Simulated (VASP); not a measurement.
# Cu6GeSb (P-6m2) in VASP: single point with PBE

Aim: the single point of Cu6GeSb with PBE.

Program: VASP 6.6.1. These are calculated values, not measurements. Logs are shortened: lines on timing, memory, paths and dates and some standing lists are left out, and cuts for length are marked.

## Step 1: The cell of the first run

It takes space group P-6m2 (No. 187, hexagonal). The conventional cell has a = 4.288 Å, b = 4.288 Å, c = 7.592 Å, α = 90.00°, β = 90.00°, γ = 120.00°. Cu (site symmetry -6m2) has 3 Ge at 2.48 Å and 6 Cu at 2.75 Å within 3.3 Å. Within 3.3 Å of Cu (site symmetry -6m2) lie 3 Sb at 2.48 Å and 6 Cu at 2.82 Å. Within 3.2 Å of Cu (site symmetry 3m) lie 1 Ge at 2.45 Å and 7 Cu at 2.70 to 2.82 Å and 3 Sb at 2.82 Å. Cu (site symmetry 3m) has 7 Cu at 2.40 to 2.77 Å and 1 Sb at 2.60 Å and 3 Ge at 2.75 Å within 3.2 Å. Within 3.2 Å of Ge (site symmetry -6m2) lie 11 Cu at 2.45 to 2.75 Å. Within 3.3 Å of Sb (site symmetry -6m2) lie 11 Cu at 2.48 to 2.82 Å.

## Step 2: Single point, PBE

INCAR

```
SYSTEM = Cu6GeSb
PREC     = Accurate       ! precision mode
ENCUT    = 520            ! plane-wave cutoff, eV
EDIFF    = 1E-6           ! SCF threshold, eV
ISMEAR   = 0              ! smearing method
SIGMA    = 0.15           ! smearing width, eV
LREAL    = Auto         
LASPH    = .TRUE.         ! aspherical terms in the spheres
NELM     = 100            ! most SCF steps
ALGO     = Fast           ! electronic algorithm
ISIF     = 2              ! what is computed and relaxed
LWAVE    = .FALSE.        ! write WAVECAR
LCHARG   = .FALSE.        ! write CHGCAR
GGA      = PE             ! functional
NBANDS   = 99             ! bands
```

KPOINTS

```
Automatic mesh
0
G
  10 10 3
  0 0 0
```

POSCAR

```
Cu6GeSb
1.0
   -4.2877939487      0.0000000000      0.0000000000
   -2.1438969743     -3.7133384858      0.0000000000
    0.0000000000      0.0000000000     15.1841275918
Cu Ge Sb
12 2 2
Direct
    0.0000000000      1.0000000000      0.0000000000
    0.0000000000      1.0000000000      0.5000000000
    0.0000000000      0.0000000000      0.2500000000
    0.0000000000      0.0000000000      0.7500000000
    0.3333333333      0.3333333333      0.3388932920
    0.3333333333      0.3333333333      0.8388932920
    0.6666666667      0.6666666667      0.4209298267
    0.6666666667      0.6666666667      0.9209298267
    0.6666666667      0.6666666667      0.0790701733
    0.6666666667      0.6666666667      0.5790701733
    0.3333333333      0.3333333333      0.1611067080
    0.3333333333      0.3333333333      0.6611067080
    0.3333333333      0.3333333333      0.0000000000
    0.3333333333      0.3333333333      0.5000000000
    0.6666666667      0.6666666667      0.2500000000
    0.6666666667      0.6666666667      0.7500000000
```

Potentials or basis: VASP PAW PBE potentials, release 64 (Cu, Ge_d, Sb).

Started as:

```console
$ cat potpaw_PBE.64/Cu/POTCAR potpaw_PBE.64/Ge_d/POTCAR potpaw_PBE.64/Sb/POTCAR > POTCAR
$ mpirun -np 1 vasp_std > vasp.out
```

OUTCAR:

```text
SYSTEM = Cu6GeSb
   PREC = Accurate
   ENCUT = 520
   EDIFF = 1E-6
   ISMEAR = 0
   LREAL = Auto
   LASPH = .TRUE.
   NELM = 100
   ISIF = 2
   GGA = PE

 ion  position               nearest neighbor table
   1  0.000  0.000  0.000-  13 2.48  13 2.48  13 2.48   9 2.75   8 2.75   9 2.75   8 2.75   9 2.75
                             8 2.75
   2  0.000  0.000  0.500-  14 2.48  14 2.48  14 2.48  10 2.75   7 2.75  10 2.75   7 2.75  10 2.75
                             7 2.75
   3  0.000  0.000  0.250-  15 2.48  15 2.48  15 2.48
   4  0.000  0.000  0.750-  16 2.48  16 2.48  16 2.48
   5  0.333  0.333  0.339-  14 2.45  11 2.70   7 2.77   7 2.77   7 2.77  15 2.82  15 2.82  15 2.82

   6  0.333  0.333  0.839-  13 2.45  12 2.70   8 2.77   8 2.77   8 2.77  16 2.82  16 2.82  16 2.82

   7  0.667  0.667  0.421-  10 2.40  15 2.60   2 2.75  14 2.75  14 2.75   2 2.75   2 2.75  14 2.75
                             5 2.77   5 2.77   5 2.77
   8  0.667  0.667  0.921-   9 2.40  16 2.60   1 2.75  13 2.75  13 2.75   1 2.75   1 2.75  13 2.75
                             6 2.77   6 2.77   6 2.77
   9  0.667  0.667  0.079-   8 2.40  15 2.60   1 2.75  13 2.75  13 2.75   1 2.75   1 2.75  13 2.75
                            11 2.77  11 2.77  11 2.77
  10  0.667  0.667  0.579-   7 2.40  16 2.60   2 2.75  14 2.75  14 2.75   2 2.75   2 2.75  14 2.75
                            12 2.77  12 2.77  12 2.77
  11  0.333  0.333  0.161-  13 2.45   5 2.70   9 2.77   9 2.77   9 2.77  15 2.82  15 2.82  15 2.82
[... 18 lines left out ...]
 A1 = (   2.1438969743,   3.7133384858,   0.0000000000)
 A2 = (  -4.2877939487,   0.0000000000,   0.0000000000)
 A3 = (   0.0000000000,   0.0000000000,  15.1841275918)

Analysis of symmetry for initial positions (statically):
=====================================================================
 Subroutine PRICEL returns following result:

  LATTYP: Found a hexagonal cell.
 ALAT       =     4.2877939487
 C/A-ratio  =     1.7706223496

  Lattice vectors:

 A1 = (   2.1438969743,   3.7133384858,   0.0000000000)
 A2 = (  -4.2877939487,   0.0000000000,   0.0000000000)
 A3 = (   0.0000000000,   0.0000000000,   7.5920637959)

   2 primitive cells build up your supercell.

 Routine SETGRP: Setting up the symmetry group for a
 hexagonal supercell.

 Subroutine GETGRP returns: Found 12 space group operations
 (whereof 12 operations were pure point group operations)
 out of a pool of 24 trial point group operations.

The static configuration has the point symmetry D_3h.

Analysis of symmetry for dynamics (positions and initial velocities):
=====================================================================
 Subroutine PRICEL returns following result:

[... 141 lines left out ...]
   PSTRESS=    0.0 pullay stress
   NELECT =     170.0000    total number of electrons
   NUPDOWN=      -1.0000    fix difference up-down
   EMIN   =  10.00;   EMAX   =-10.00  energy-range for DOS
   EFERMI =   0.00;   METHOD = LEGACY
   ISMEAR =     0;   SIGMA  =   0.15  broadening in eV -4-tet -1-fermi 0-gaus
   EFERMI_NEDOS =   21; number of points for ismear=-14 and -15
   IALGO  =     68    algorithm
   IMIX   =      4    mixing-type and parameters
     AMIX     =   0.40;   BMIX     =  1.00
     AMIX_MAG =   1.60;   BMIX_MAG =  1.00
  volume/ion in A,a.u.               =      15.11       101.97
  Fermi-wavevector in a.u.,A,eV,Ry     =   1.455778  2.751021 28.834671  2.119289
  Thomas-Fermi vector in A             =   2.572773
   LORBIT       =      0    0 simple, 1 ext, 2 COOP (PROOUT), +10 PAW based schemes
   GGA     = PE    functional components
   LHFCALC =     F    Hartree Fock is set to
   AEXX    =    0.0000 exact exchange contribution
   IVDW    =     0    specifies the selected vdW correction
   LEPSILON=     F    determine dielectric tensor
   LRPA    =     F    only Hartree local field effects (RPA)
 non-spin polarized calculation
 RMM-DIIS sequential band-by-band and
 Gauss-broadening in eV      SIGMA  =   0.15
  energy-cutoff  :      520.00
  volume of cell :      241.76
 maximum number of plane-waves:      6542
   NGX = 15   NGY = 15   NGZ = 57

 number of electron     169.9999960 magnetization

 Free energy of the ion-electron system (eV)
  ---------------------------------------------------
  ext. energy  EPLUGINS =         0.00000000
  ---------------------------------------------------
  free energy    TOTEN  =       -59.77867817 eV

  energy without entropy =      -59.74263387  energy(sigma->0) =      -59.76065602

 E-fermi :   7.4464     XC(G=0): -11.6485

 val. band max:        7.4154136658   @ k =   0.3000  -0.0000   0.3333
 cond. band min:       7.4510852312   @ k =   0.3000   0.1000   0.0000
 fundamental gap:      0.0356715654
 Fermi energy:         7.4464218870

 k-point     1 :       0.0000    0.0000    0.0000
  band No.  band energies     occupation
      1     -17.1126      2.00000
      2     -17.1126      2.00000
      3     -17.1126      2.00000
      4     -17.1126      2.00000
      5     -17.0925      2.00000
      6     -17.0924      2.00000
[... 2389 lines left out ...]
     96      11.0108      0.00000
     97      12.2662      0.00000

 [... further k-points ...]

 [bands above 97 left out]

------------------------ aborting loop because EDIFF is reached ----------------------------------------

  FORCE on cell =-STRESS in cart. coord.  units (eV):
  Direction    XX          YY          ZZ          XY          YZ          ZX
  --------------------------------------------------------------------------------------
  -------------------------------------------------------------------------------------
  Total        0.0738241      0.0738241      0.5458099     -0.0000000      0.0000000     -0.0000000
  in kB        0.4892386      0.4892386      3.6171264     -0.0000000      0.0000000     -0.0000000
  external PRESSURE =       1.5318679 kB  Pullay stress =       0.0000000 kB

 VOLUME and BASIS-vectors are now :
 -----------------------------------------------------------------------------
  energy-cutoff  :      520.00
  volume of cell :      241.76
      direct lattice vectors                 reciprocal lattice vectors
    -4.287793949  0.000000000  0.000000000    -0.233220162  0.134649723  0.000000000
    -2.143896974 -3.713338486  0.000000000     0.000000000 -0.269299447  0.000000000
     0.000000000  0.000000000 15.184127592     0.000000000  0.000000000  0.065858245

 POSITION                                       TOTAL-FORCE (eV/Angst)
 -----------------------------------------------------------------------------------
      0.00000      0.00000      0.00000         0.000000     -0.000000     -0.000000
      0.00000      0.00000      7.59206        -0.000000     -0.000000     -0.000000
      0.00000      0.00000      3.79603        -0.000000     -0.000000     -0.000000
      0.00000      0.00000     11.38810        -0.000000     -0.000000     -0.000000
     -2.14390     -1.23778      5.14580         0.000000     -0.000000     -0.002788
     -2.14390     -1.23778     12.73786         0.000000      0.000000     -0.002788
[... 8 lines left out ...]
     -4.28779     -2.47556      3.79603         0.000000      0.000000     -0.000000
     -4.28779     -2.47556     11.38810         0.000000      0.000000     -0.000000
 -----------------------------------------------------------------------------------
    total drift:                               -0.000012     -0.000007      0.000001

  FREE ENERGIE OF THE ION-ELECTRON SYSTEM (eV)
  ---------------------------------------------------
  free  energy   TOTEN  =       -59.7786781699 eV

  energy  without entropy=      -59.7426338728  energy(sigma->0) =      -59.76065602
```

Wall time 42 min (1 thread of Oxide Virtual Turin-like, shared host); peak memory 0.58 GiB.

Results:

| Quantity | Value |
| --- | --- |
| Free energy | -59.7787 eV |
| Pressure | 0.2 GPa |
| Largest force | 0.008 eV/Å |
| Band gap on the k mesh | zero (bands 85 and 86 overlap by 2.17 eV) |

Forces on the atoms (eV/Å):
```
Cu   0.000  0.000  0.000
Cu   0.000  0.000  0.000
Cu   0.000  0.000  0.000
Cu   0.000  0.000  0.000
Cu   0.000  0.000 -0.003
Cu   0.000  0.000 -0.003
Cu   0.000  0.000 -0.008
Cu   0.000  0.000 -0.008
Cu   0.000  0.000  0.008
Cu   0.000  0.000  0.008
Cu   0.000  0.000  0.003
Cu   0.000  0.000  0.003
Ge   0.000  0.000  0.000
Ge   0.000  0.000  0.000
Sb   0.000  0.000  0.000
Sb   0.000  0.000  0.000
```

Caveat: spin-orbit coupling is left out, which moves the levels of the heavy elements.
